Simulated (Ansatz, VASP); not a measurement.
# One calculation of AlCu3, two programs

```xyz
4
Lattice="3.7491 0.0000 0.0000 0.0000 3.7491 0.0000 0.0000 0.0000 3.7491" Properties=species:S:1:pos:R:3 pbc="T T T"
Al    0.0000    0.0000    0.0000
Cu    1.8746    1.8746    0.0000
Cu    1.8746    0.0000    1.8746
Cu    0.0000    1.8746    1.8746
```

Alike in both runs: task single point; functional PBEsol; k mesh 12 × 12 × 12; occupations gaussian, width 0.1 eV; no spin polarisation.

```csv
,VASP,Ansatz
version,VASP 6.6.1,Ansatz 0.2.0
potentials or method,"VASP PAW PBE potentials, release 64 (Al, Cu), cutoff 520 eV","scalar-relativistic, plane waves, PAW"
valence electrons in the cell,36,60
```

```tsv
	VASP	Ansatz	Ansatz less VASP
gap on the k mesh at the Fermi level (eV)	none	none	-
pressure (GPa)	-10.8	-11.6	-0.75
```

VASP's potentials were made for PBE, not for PBEsol. A gap of «none» marks a metal or a gap that the smearing closes. VASP's potentials hold 36 valence electrons a cell and Ansatz's 60, so a difference there can come from the potentials and not from the codes.
